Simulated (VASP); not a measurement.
Runs of VASP 6.6.1 on AlN. It takes space group Fm-3m (No. 225, cubic). Conventional cell: a = 4.038 Å, b = 4.038 Å, c = 4.038 Å, α = 90.00°, β = 90.00°, γ = 90.00°. Within 2.7 Å of Al (site symmetry m-3m) lie 6 N at 2.02 Å. N (site symmetry m-3m) has 6 Al at 2.02 Å within 2.7 Å. 

```tsv
level	k mesh	gap on the mesh (eV)	pressure (GPa)
r2SCAN	8 × 8 × 8	(b)	-0.8
PBE	8 × 8 × 8	4.65	6.1
PBE0	8 × 8 × 8	(a)	-1.4
PBE	10 × 10 × 10	4.65	6.1
HSE06	8 × 8 × 8	6.01	-1.5
```

Alike in all rows: no spin polarisation; cell as given; smearing gaussian 0.01 eV.

Fill in the values left out.

(a) 6.78; (b) 5.53.

Caveats: the PAW data sets were made with another functional, which shifts forces and pressure a little (at least some runs); the cell stands under pressure (at least some runs).

A k mesh can miss the band edges.
